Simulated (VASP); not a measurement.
Write the native input for VASP 6.6.1 that does the following.

```yaml
Task: single point
Functional: r2SCAN
Potentials_or_basis: VASP PAW PBE potentials, release 64 (Ta_pv)
Cutoff: 520 eV
k_mesh: 14 × 14 × 4
Occupations: fermi-dirac, width 0.1 eV
Spin: no spin polarisation
Dipole_correction: no
Further_INCAR_settings: ALGO = Normal; EDIFF = 1e-06; NBANDS = 30
```

Ta:

```
CELL_PARAMETERS angstrom
3.04599 0.00000 0.00000
-1.52300 2.63791 0.00000
0.00000 0.00000 10.35565
ATOMIC_POSITIONS crystal
Ta 0.00000 0.00000 0.00000
Ta 0.00000 0.00000 0.50000
Ta 0.33333 0.66667 0.25000
Ta 0.66667 0.33333 0.75000
```

This cell differs from its parent crystal: volume scaled by 1.12.

One way to write it, as run:

POSCAR

```
Ta
1.0
    3.0459940641      0.0000000000      0.0000000000
   -1.5229970321      2.6379082393      0.0000000000
    0.0000000000      0.0000000000     10.3556461809
Ta
4
Direct
    0.0000000000      0.0000000000      0.0000000000
    0.0000000000      0.0000000000      0.5000000000
    0.3333333333      0.6666666667      0.2500000000
    0.6666666667      0.3333333333      0.7500000000
```

INCAR.step1

```
  PREC = Accurate
  ENCUT = 520
  ISMEAR = -1
  SIGMA = 0.1
  LREAL = F
  LASPH = T
  NELM = 80
  NBANDS = 30
  GGA = PE
  ALGO = Normal
  EDIFF = 1E-4
  LWAVE = T
  LCHARG = F
```

INCAR.step2

```
  PREC = Accurate
  ENCUT = 520
  EDIFF = 1E-6
  ISMEAR = -1
  SIGMA = 0.1
  LREAL = F
  LASPH = T
  NELM = 80
  ALGO = Normal
  ISIF = 2
  LWAVE = F
  LCHARG = T
  METAGGA = R2SCAN
  LMIXTAU = T
  LELF = T
  LVHAR = T
  NBANDS = 30
  ISTART = 1
```

KPOINTS

```
regular mesh
0
Gamma
  14 14 4
```

Potentials or basis: VASP PAW PBE potentials, release 64 (Ta_pv).

Run with:

```console
$ cat potpaw_PBE.64/Ta_pv/POTCAR > POTCAR
$ cp INCAR.step1 INCAR
$ mpirun -np 1 vasp_std > vasp.out
$ cp INCAR.step2 INCAR
$ mpirun -np 1 vasp_std > vasp.out
```

It gave:

| Item | Value |
| --- | --- |
| Pressure | -18.0 GPa |
| Band gap on the k mesh | zero (band 22 reaches 5.25 eV, above the bottom of band 23 at 4.11 eV) |

Caveat: the PAW data sets were made with another functional, which shifts forces and pressure a little; spin-orbit coupling is left out, which moves the levels of the heavy elements.

Run time: 10 min on 1 thread of Intel Xeon 6975P-C, with other jobs on the host, peak memory 0.3 GiB.
